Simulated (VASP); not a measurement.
Set up this calculation in VASP 6.6.1, as the native input.

```
Task                   : single point
Functional             : r2SCAN
Potentials or basis    : VASP PAW PBE potentials, release 64 (Ti_sv, Co)
Cutoff                 : 520 eV
k mesh                 : 10 × 10 × 10
Occupations            : gaussian, width 0.1 eV
Spin                   : collinear spin, ferromagnetic start
Starting moments       : [0.41, 0.41, 0.41, 0.41, 1.94, 1.94] μB
Dipole correction      : no
Further INCAR settings : ALGO = Normal; EDIFF = 1e-06; NBANDS = 46
```

Ti2Co:

```xyz
6
Lattice="0.0000 3.6357 3.6357 3.6357 0.0000 3.6357 3.6357 3.6357 0.0000" Properties=species:S:1:pos:R:3 pbc="T T T"
Ti    0.9089    0.9089    0.9089
Ti    0.9089    2.7268    2.7268
Ti    2.7268    2.7268    0.9089
Ti    2.7268    0.9089    2.7268
Co    3.6357    3.6357    3.6357
Co    5.4536    5.4536    5.4536
```

This cell differs from its parent crystal: equal strain along all axes, cell held: +2.0 %.

The input as run:

POSCAR

```
Ti2Co
1.0
    0.0000000000      3.6357487982      3.6357487982
    3.6357487982      0.0000000000      3.6357487982
    3.6357487982      3.6357487982      0.0000000000
Ti Co
4 2
Direct
    0.1250000000      0.1250000000      0.1250000000
    0.6250000000      0.1250000000      0.1250000000
    0.1250000000      0.1250000000      0.6250000000
    0.1250000000      0.6250000000      0.1250000000
    0.5000000000      0.5000000000      0.5000000000
    0.7500000000      0.7500000000      0.7500000000
```

INCAR.step1

```
SYSTEM = Ti2Co
PREC = Accurate
ENCUT = 520
ISMEAR = 0
SIGMA = 0.1
LREAL = .FALSE.
LASPH = .TRUE.
NELM = 150
ISPIN = 2
MAGMOM = 0.41 0.41 0.41 0.41 1.94 1.94
LMAXMIX = 4
NBANDS = 46
GGA = PE
ALGO = Normal
EDIFF = 1E-4
LWAVE = .TRUE.
LCHARG = .FALSE.
```

INCAR.step2

```
SYSTEM = Ti2Co
PREC = Accurate
ENCUT = 520
EDIFF = 1E-6
ISMEAR = 0
SIGMA = 0.1
LREAL = .FALSE.
LASPH = .TRUE.
NELM = 150
ALGO = Normal
ISIF = 2
LWAVE = .FALSE.
LCHARG = .FALSE.
ISPIN = 2
MAGMOM = 0.41 0.41 0.41 0.41 1.94 1.94
LORBIT = 11
LMAXMIX = 4
METAGGA = R2SCAN
LMIXTAU = .TRUE.
NBANDS = 46
ISTART = 1
```

KPOINTS

```
Automatic mesh
0
G
  10 10 10
  0 0 0
```

Potentials or basis: VASP PAW PBE potentials, release 64 (Ti_sv, Co).

Launch:

```sh
$ cat potpaw_PBE.64/Ti_sv/POTCAR potpaw_PBE.64/Co/POTCAR > POTCAR
$ cp INCAR.step1 INCAR
$ mpirun -np 1 vasp_std > vasp.out
$ cp INCAR.step2 INCAR
$ mpirun -np 1 vasp_std > vasp.out
```

Results of the run:

* Pressure: -4.9 GPa
* Net moment: 5.00 μB per cell
* Site moments: Ti +0.42; Co +1.83 μB
* Valence electrons inside the program's atomic spheres: Ti 10.41; Co 7.84

Caveat: the cell differs from its parent crystal (equal strain along all axes, cell held: +2.0 %); the cell stands under tension; the PAW data sets were made with another functional, which shifts forces and pressure a little.

Run time: 95 min on 1 thread of Oxide Virtual Turin-like Processor, with other jobs on the host, peak memory 0.48 GiB.
